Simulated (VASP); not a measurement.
HgTe:

```
Hg Te
1.0
    -3.04561    3.04561    1.55941
     3.04561   -3.04561    1.55941
     3.04561    3.04561   -1.55941
Hg Te
1 1
Direct
  0.75000 0.25000 0.50000
  0.00000 0.00000 0.00000
```

Base run:

```yaml
Program: VASP 6.6.1
Functional: PBEsol
Potentials_or_basis: VASP PAW PBE potentials, release 64 (Hg, Te)
Cutoff: 500 eV
k_mesh: 8 × 8 × 8
Occupations: fermi-dirac, width 0.1 eV
Spin: no spin polarisation
```

Its results: band gap on the k mesh zero (bands 9 and 10 overlap by 2.97 eV); pressure -3.6 GPa.

Q: The run is repeated on the same cell with these changes: functional from PBEsol to BLYP. What comes out?

A: Band gap on the k mesh zero (bands 9 and 10 overlap by 2.86 eV); pressure 4.4 GPa.

BLYP binds less tightly than PBEsol, so the same cell stands under more pressure.

Caveats: the PAW data sets were made with another functional, which shifts forces and pressure a little; spin-orbit coupling is left out, which moves the levels of the heavy elements; the cell stands under tension (at least some runs); the cell stands under pressure (at least some runs).
